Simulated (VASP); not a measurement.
# ScPt in VASP: notebook

Runs on ScPt. Level: LDA. Tasks: electric field gradients.

Everything below comes from runs of VASP 6.6.1. Logs are shortened: lines on timing, memory, paths and dates and some standing lists are left out, and cuts for length are marked.

### 1 The cell of the first run

Symmetry: P4/mmm, No. 123, tetragonal system. Conventional cell: a = 3.335 Å, b = 3.335 Å, c = 3.270 Å, α = 90.00°, β = 90.00°, γ = 90.00°. Within 3.8 Å of Sc (site symmetry 4/mmm) lie 8 Pt at 2.87 Å and 6 Sc at 3.27 to 3.34 Å. Within 3.8 Å of Pt (site symmetry 4/mmm) lie 8 Sc at 2.87 Å and 6 Pt at 3.27 to 3.34 Å.

### 2 Electric field gradients, LDA (equal xx and yy strain of +2 %)

INCAR

```
SYSTEM = ScPt
  ALGO = Normal
  EDIFF = 1E-8
  ENCUT = 520
  GGA = CA
  ISIF = 2
  ISMEAR = -1
  LASPH = .True.
  LCHARG = .False.
  LEFG = .True.
  LREAL = .False.
  LWAVE = .False.
  NBANDS = 18
  NELM = 100
  PREC = Accurate
  SIGMA = 0.05
```

KPOINTS

```
k-points
0
Gamma
  10 10 10
  0 0 0
```

POSCAR

```
ScPt
1.0
    3.3354000000      0.0000000000      0.0000000000
    0.0000000000      3.3354000000      0.0000000000
    0.0000000000      0.0000000000      3.2700000000
Sc Pt
1 1
Direct
    0.5000000000      0.5000000000      0.5000000000
    0.0000000000      0.0000000000      0.0000000000
```

Potentials or basis: VASP PAW LDA potentials, release 64 (Sc_sv, Pt).

Started as:

```bash
cat potpaw_LDA.64/Sc_sv/POTCAR potpaw_LDA.64/Pt/POTCAR > POTCAR
mpirun -np 1 vasp_std > vasp.out
```

OUTCAR:

```text
SYSTEM = ScPt
   EDIFF = 1E-8
   ENCUT = 520
   GGA = CA
   ISIF = 2
   ISMEAR = -1
   LASPH = .True.
   LREAL = .False.
   NELM = 100
   PREC = Accurate

 ion  position               nearest neighbor table
   1  0.500  0.500  0.500-   2 2.87   2 2.87   2 2.87   2 2.87   2 2.87   2 2.87   2 2.87   2 2.87

   2  0.000  0.000  0.000-   1 2.87   1 2.87   1 2.87   1 2.87   1 2.87   1 2.87   1 2.87   1 2.87

  LATTYP: Found a simple tetragonal cell.
 ALAT       =     3.3354000000
 C/A-ratio  =     0.9803921569

  Lattice vectors:

 A1 = (   3.3354000000,   0.0000000000,   0.0000000000)
 A2 = (   0.0000000000,   3.3354000000,   0.0000000000)
 A3 = (   0.0000000000,   0.0000000000,   3.2700000000)

Analysis of symmetry for initial positions (statically):
=====================================================================
 Subroutine PRICEL returns:
 Original cell was already a primitive cell.

 Routine SETGRP: Setting up the symmetry group for a
 simple tetragonal supercell.

 Subroutine GETGRP returns: Found 16 space group operations
 (whereof 16 operations were pure point group operations)
 out of a pool of 16 trial point group operations.

The static configuration has the point symmetry D_4h.

Analysis of symmetry for dynamics (positions and initial velocities):
=====================================================================
 Subroutine PRICEL returns:
 Original cell was already a primitive cell.

 Routine SETGRP: Setting up the symmetry group for a
 simple tetragonal supercell.

 Subroutine GETGRP returns: Found 16 space group operations
 (whereof 16 operations were pure point group operations)
 out of a pool of 16 trial point group operations.

The dynamic configuration has the point symmetry D_4h.

 Subroutine INISYM returns: Found 16 space group operations
 (whereof 16 operations are pure point group operations),
 and found     1 'primitive' translations

----------------------------------------------------------------------------------------

                                     Primitive cell

  volume of cell :      36.3784

  direct lattice vectors                    reciprocal lattice vectors
     3.335400000  0.000000000  0.000000000     0.299814115  0.000000000  0.000000000
     0.000000000  3.335400000  0.000000000     0.000000000  0.299814115  0.000000000
     0.000000000  0.000000000  3.270000000     0.000000000  0.000000000  0.305810398

  length of vectors
     3.335400000  3.335400000  3.270000000     0.299814115  0.299814115  0.305810398

  position of ions in fractional coordinates (direct lattice)
     0.500000000  0.500000000  0.500000000
     0.000000000  0.000000000  0.000000000

  ion indices of the primitive-cell ions
   primitive index   ion index
                 1           1
                 2           2

----------------------------------------------------------------------------------------

 KPOINTS: k-points

Automatic generation of k-mesh.
 Grid dimensions read from file:
 generate k-points for:   10   10   10

 Generating k-lattice:

  Cartesian coordinates                     Fractional coordinates (reciprocal lattice)
     0.029981412  0.000000000  0.000000000     0.100000000  0.000000000  0.000000000
     0.000000000  0.029981412  0.000000000     0.000000000  0.100000000  0.000000000
     0.000000000  0.000000000  0.030581040     0.000000000  0.000000000  0.100000000

  Length of vectors
     0.029981412  0.029981412  0.030581040

  Shift w.r.t. Gamma in fractional coordinates (k-lattice)
     0.000000000  0.000000000  0.000000000

 Subroutine IBZKPT returns following result:
 ===========================================

 Found    126 irreducible k-points:

 Following reciprocal coordinates:
            Coordinates               Weight
  0.000000  0.000000  0.000000      1.000000
  0.100000  0.000000  0.000000      4.000000
  0.200000  0.000000  0.000000      4.000000
  0.300000  0.000000  0.000000      4.000000
  0.400000  0.000000  0.000000      4.000000
  0.500000  0.000000  0.000000      2.000000
[... 16 lines left out ...]
  0.100000  0.000000  0.100000      8.000000
  0.200000  0.000000  0.100000      8.000000
 [... further k-points ...]
   k-points           NKPTS =    126   k-points in BZ     NKDIM =    126   number of bands    NBANDS=     18
   number of dos      NEDOS =    301   number of ions     NIONS =      2
   total plane-waves  NPLWV =  18816
   dimension x,y,z NGX =    28 NGY =   28 NGZ =   24
   dimension x,y,z NGXF=    56 NGYF=   56 NGZF=   48
   ions per type =               1   1
   NGX,Y,Z   is equivalent  to a cutoff of  13.96, 13.96, 12.20 a.u.
   NGXF,Y,Z  is equivalent  to a cutoff of  27.91, 27.91, 24.40 a.u.
 SYSTEM =  ScPt
   PREC   = accura    normal or accurate (medium, high low for compatibility)
   ISTART =      0    job   : 0-new  1-cont  2-samecut
   ICHARG =      2    charge: 1-file 2-atom 10-const
   ISPIN  =      1    spin polarized calculation?
   LNONCOLLINEAR =      F non collinear calculations
   LSORBIT =      F    spin-orbit coupling
   LASPH  =      T    aspherical Exc in radial PAW
   ENCUT  =  520.0 eV  38.22 Ry    6.18 a.u.   6.20  6.20  6.08*2*pi/ulx,y,z
   NELM   =    100;   NELMIN=  2; NELMDL= -5     # of ELM steps
   EDIFF  = 0.1E-07   stopping-criterion for ELM
   LREAL  =      F    real-space projection
   EDIFFG = 0.1E-06   stopping-criterion for IOM
   NSW    =      0    number of steps for IOM
   IBRION =     -1    ionic relax: 0-MD 1-quasi-New 2-CG
   NFREE  =      0    steps in history (QN), initial steepest desc. (CG)
   ISIF   =      2    stress and relaxation
   ISYM   =      2    0-nonsym 1-usesym 2-fastsym
   POTIM  = 0.5000    time-step for ionic-motion
   TEBEG  =    0.0;   TEEND  =   0.0 temperature during run
   PSTRESS=    0.0 pullay stress
   NELECT =      21.0000    total number of electrons
   NUPDOWN=      -1.0000    fix difference up-down
   EMIN   =  10.00;   EMAX   =-10.00  energy-range for DOS
   EFERMI =   0.00;   METHOD = LEGACY
   ISMEAR =    -1;   SIGMA  =   0.05  broadening in eV -4-tet -1-fermi 0-gaus
   EFERMI_NEDOS =   21; number of points for ismear=-14 and -15
   IALGO  =     38    algorithm
   IMIX   =      4    mixing-type and parameters
     AMIX     =   0.40;   BMIX     =  1.00
     AMIX_MAG =   1.60;   BMIX_MAG =  1.00
  volume/ion in A,a.u.               =      18.19       122.75
  Fermi-wavevector in a.u.,A,eV,Ry     =   1.363118  2.575919 25.280852  1.858090
  Thomas-Fermi vector in A             =   2.489549
   LORBIT       =      0    0 simple, 1 ext, 2 COOP (PROOUT), +10 PAW based schemes
   GGA     = CA    functional components
   LHFCALC =     F    Hartree Fock is set to
   AEXX    =    0.0000 exact exchange contribution
   IVDW    =     0    specifies the selected vdW correction
   LEPSILON=     F    determine dielectric tensor
   LRPA    =     F    only Hartree local field effects (RPA)
 non-spin polarized calculation
  energy-cutoff  :      520.00
  volume of cell :       36.38
 maximum number of plane-waves:      1004
 NGX is ok and might be reduce to    28
   NGX = 13   NGY = 13   NGZ = 13

 number of electron      21.0000001 magnetization

 Free energy of the ion-electron system (eV)
  ---------------------------------------------------
  ext. energy  EPLUGINS =         0.00000000
  ---------------------------------------------------
  free energy    TOTEN  =       -16.58833345 eV

  energy without entropy =      -16.57319923  energy(sigma->0) =      -16.58076634

 E-fermi :   7.3870     XC(G=0): -12.0328

 val. band max:        7.3816070068   @ k =   0.5000   0.5000   0.1000
 cond. band min:       7.3996057668   @ k =   0.2000   0.1000   0.4000
 fundamental gap:      0.0179987601
 Fermi energy:         7.3870148635

 k-point     1 :       0.0000    0.0000    0.0000
  band No.  band energies     occupation
      1     -41.9450      2.00000
      2     -20.8195      2.00000
      3     -20.8195      2.00000
      4     -20.8068      2.00000
      5      -0.4824      2.00000
      6       2.4111      2.00000
[... 10 lines left out ...]
     17      14.2889      0.00000
     18      14.8293      0.00000

 k-point     2 :       0.1000    0.0000    0.0000
  band No.  band energies     occupation
      1     -41.9432      2.00000
      2     -20.8392      2.00000
      3     -20.8186      2.00000
      4     -20.8058      2.00000
      5      -0.3091      2.00000
      6       2.4734      2.00000
[... 10 lines left out ...]
     17      14.8575      0.00000
     18      15.3542      0.00000
[... 442 lines left out ...]
 k-point    24 :       0.2000    0.0000    0.1000
  band No.  band energies     occupation
      1     -41.9365      2.00000
      2     -20.8882      2.00000
      3     -20.8252      2.00000
      4     -20.8144      2.00000
      5       0.3491      2.00000
      6       2.7268      2.00000
[... 10 lines left out ...]
     17      15.6972      0.00000
     18      16.4336      0.00000

 [... further k-points ...]
[... 5 lines left out ...]
  --------------------------------------------------------------------------------------
  -------------------------------------------------------------------------------------
  Total       -2.2589201     -2.2589201     -2.2459171      0.0000000     -0.0000000      0.0000000
  in kB      -99.4873483    -99.4873483    -98.9146707      0.0000000     -0.0000000      0.0000000
  external PRESSURE =     -99.2964557 kB  Pullay stress =       0.0000000 kB

 VOLUME and BASIS-vectors are now :
 -----------------------------------------------------------------------------
  energy-cutoff  :      520.00
  volume of cell :       36.38
      direct lattice vectors                 reciprocal lattice vectors
     3.335400000  0.000000000  0.000000000     0.299814115  0.000000000  0.000000000
     0.000000000  3.335400000  0.000000000     0.000000000  0.299814115  0.000000000
     0.000000000  0.000000000  3.270000000     0.000000000  0.000000000  0.305810398

 POSITION                                       TOTAL-FORCE (eV/Angst)
 -----------------------------------------------------------------------------------
      1.66770      1.66770      1.63500         0.000000      0.000000      0.000000
      0.00000      0.00000      0.00000         0.000000      0.000000      0.000000
 -----------------------------------------------------------------------------------
    total drift:                                0.000000      0.000000      0.000000

  FREE ENERGIE OF THE ION-ELECTRON SYSTEM (eV)
  ---------------------------------------------------
  free  energy   TOTEN  =       -16.5883334491 eV

  energy  without entropy=      -16.5731992347  energy(sigma->0) =      -16.58076634

 Electric field gradients (V/A^2)
---------------------------------------------------------------------
 ion       V_xx      V_yy      V_zz      V_xy      V_xz      V_yz
---------------------------------------------------------------------
   1      -1.010    -1.010     2.019     0.000    -0.000    -0.000
   2      -1.415    -1.415     2.829     0.000    -0.000    -0.000
---------------------------------------------------------------------

 Electric field gradients after diagonalization (V/A^2)
 (convention: |V_zz| > |V_xx| > |V_yy|)
----------------------------------------------------------------------
 ion       V_xx      V_yy      V_zz     asymmetry (V_yy - V_xx)/ V_zz
----------------------------------------------------------------------
   1      -1.010    -1.010     2.019       0.000
   2      -1.415    -1.415     2.829       0.000
----------------------------------------------------------------------

           NMR quadrupolar parameters

 Cq : quadrupolar parameter    Cq=e*Q*V_zz/h
 eta: asymmetry parameters     (V_yy - V_xx)/ V_zz
 Q  : nuclear electric quadrupole moment in mb (millibarn)
----------------------------------------------------------------------
 ion       Cq(MHz)       eta       Q (mb)
----------------------------------------------------------------------
   1       0.005       0.000       1.000
   2       0.007       0.000       1.000
----------------------------------------------------------------------
```

It took 49 s on 1 thread of AMD EPYC 9R45 (Zen 5), shared host; peak memory 0.17 GiB.

What came out:

| Item | Value |
| --- | --- |
| Free energy | -16.5883 eV |
| Pressure | -9.9 GPa |

Electric field gradients, principal values (V/Å²):
| atom | least | middle | greatest (by size) |
| --- | --- | --- | --- |
| 1 Sc | -1.010 | -1.010 | 2.019 |
| 2 Pt | -1.415 | -1.415 | 2.829 |

Caveat: the cell differs from its parent crystal (equal xx and yy strain of +2 %); without QUAD_EFG the Cq values of the log hold for a quadrupole moment of 1 mb, not for the nuclei; spin-orbit coupling is left out, which moves the levels of the heavy elements.

### 3 Electric field gradients, LDA (volume scaled by 0.94)

INCAR

```
SYSTEM = ScPt
PREC = Accurate
ENCUT = 520
EDIFF = 1E-8
ISMEAR = -1
SIGMA = 0.05
LREAL = .False.
LASPH = .True.
NELM = 80
ALGO = Normal
ISIF = 2
LWAVE = .False.
LCHARG = .False.
GGA = CA
LEFG = .True.
NBANDS = 18
```

KPOINTS

```
Automatic mesh
0
Gamma
  10 10 10
  0 0 0
```

POSCAR

```
ScPt
1.0
    3.2032465755      0.0000000000      0.0000000000
    0.0000000000      3.2032465755      0.0000000000
    0.0000000000      0.0000000000      3.2032465755
Sc Pt
1 1
Direct
    0.5000000000      0.5000000000      0.5000000000
    0.0000000000      0.0000000000      0.0000000000
```

Potentials or basis: VASP PAW LDA potentials, release 64 (Sc_sv, Pt).

Started as:

```bash
cat potpaw_LDA.64/Sc_sv/POTCAR potpaw_LDA.64/Pt/POTCAR > POTCAR
mpirun -np 1 vasp_std > vasp.out
```

OUTCAR:

```text
SYSTEM = ScPt
   PREC = Accurate
   ENCUT = 520
   EDIFF = 1E-8
   ISMEAR = -1
   LREAL = .False.
   LASPH = .True.
   NELM = 80
   ISIF = 2
   GGA = CA

 ion  position               nearest neighbor table
   1  0.500  0.500  0.500-   2 2.77   2 2.77   2 2.77   2 2.77   2 2.77   2 2.77   2 2.77   2 2.77

   2  0.000  0.000  0.000-   1 2.77   1 2.77   1 2.77   1 2.77   1 2.77   1 2.77   1 2.77   1 2.77

  LATTYP: Found a simple cubic cell.
 ALAT       =     3.2032465755

  Lattice vectors:

 A1 = (   3.2032465755,   0.0000000000,   0.0000000000)
 A2 = (   0.0000000000,   3.2032465755,   0.0000000000)
 A3 = (   0.0000000000,   0.0000000000,   3.2032465755)

Analysis of symmetry for initial positions (statically):
=====================================================================
 Subroutine PRICEL returns:
 Original cell was already a primitive cell.

 Routine SETGRP: Setting up the symmetry group for a
 simple cubic supercell.

 Subroutine GETGRP returns: Found 48 space group operations
 (whereof 48 operations were pure point group operations)
 out of a pool of 48 trial point group operations.

The static configuration has the point symmetry O_h .

Analysis of symmetry for dynamics (positions and initial velocities):
=====================================================================
 Subroutine PRICEL returns:
 Original cell was already a primitive cell.

 Routine SETGRP: Setting up the symmetry group for a
 simple cubic supercell.

 Subroutine GETGRP returns: Found 48 space group operations
 (whereof 48 operations were pure point group operations)
 out of a pool of 48 trial point group operations.

[... 151 lines left out ...]
 cond. band min:       8.7066657871   @ k =   0.5000   0.5000   0.1000
 fundamental gap:      0.0890583185
 Fermi energy:         8.6523740751

 k-point     1 :       0.0000    0.0000    0.0000
  band No.  band energies     occupation
      1     -40.4331      2.00000
      2     -19.3028      2.00000
      3     -19.3028      2.00000
      4     -19.3028      2.00000
      5       0.1778      2.00000
      6       2.9290      2.00000
[... 481 lines left out ...]
      5       2.0008      2.00000
      6       3.6434      2.00000
[... 10 lines left out ...]
     17      18.8084      0.00000
     18      19.6143      0.00000

 [... further k-points ...]
[... 5 lines left out ...]
  --------------------------------------------------------------------------------------
  -------------------------------------------------------------------------------------
  Total        1.0414694      1.0414694      1.0414694     -0.0000000      0.0000000      0.0000000
  in kB       50.7675260     50.7675260     50.7675260     -0.0000000      0.0000000      0.0000000
  external PRESSURE =      50.7675260 kB  Pullay stress =       0.0000000 kB

 VOLUME and BASIS-vectors are now :
 -----------------------------------------------------------------------------
  energy-cutoff  :      520.00
  volume of cell :       32.87
      direct lattice vectors                 reciprocal lattice vectors
     3.203246576  0.000000000  0.000000000     0.312183273  0.000000000  0.000000000
     0.000000000  3.203246576  0.000000000     0.000000000  0.312183273  0.000000000
     0.000000000  0.000000000  3.203246576     0.000000000  0.000000000  0.312183273

 POSITION                                       TOTAL-FORCE (eV/Angst)
 -----------------------------------------------------------------------------------
      1.60162      1.60162      1.60162         0.000000      0.000000      0.000000
      0.00000      0.00000      0.00000         0.000000      0.000000      0.000000
 -----------------------------------------------------------------------------------
    total drift:                                0.000000      0.000000     -0.000000

  FREE ENERGIE OF THE ION-ELECTRON SYSTEM (eV)
  ---------------------------------------------------
  free  energy   TOTEN  =       -16.6539535806 eV

  energy  without entropy=      -16.6392450590  energy(sigma->0) =      -16.64659932

 Electric field gradients (V/A^2)
---------------------------------------------------------------------
 ion       V_xx      V_yy      V_zz      V_xy      V_xz      V_yz
---------------------------------------------------------------------
   1       0.000     0.000    -0.000     0.000     0.000    -0.000
   2       0.000     0.000    -0.000     0.000    -0.000     0.000
---------------------------------------------------------------------

 Electric field gradients after diagonalization (V/A^2)
 (convention: |V_zz| > |V_xx| > |V_yy|)
----------------------------------------------------------------------
 ion       V_xx      V_yy      V_zz     asymmetry (V_yy - V_xx)/ V_zz
----------------------------------------------------------------------
   1       0.000     0.000    -0.000       0.138
   2       0.000     0.000    -0.000       0.093
----------------------------------------------------------------------

           NMR quadrupolar parameters

 Cq : quadrupolar parameter    Cq=e*Q*V_zz/h
 eta: asymmetry parameters     (V_yy - V_xx)/ V_zz
 Q  : nuclear electric quadrupole moment in mb (millibarn)
----------------------------------------------------------------------
 ion       Cq(MHz)       eta       Q (mb)
----------------------------------------------------------------------
   1      -0.000       0.138       1.000
   2      -0.000       0.093       1.000
----------------------------------------------------------------------
```

It took 36 s on 1 thread of AMD EPYC 7R43 (Zen 3), shared host; peak memory 0.12 GiB.

What came out:

* Free energy: -16.6540 eV
* Pressure: 5.1 GPa

Caveat: without QUAD_EFG the Cq values of the log hold for a quadrupole moment of 1 mb, not for the nuclei; spin-orbit coupling is left out, which moves the levels of the heavy elements.

(Part 1 of 2 ends here.)
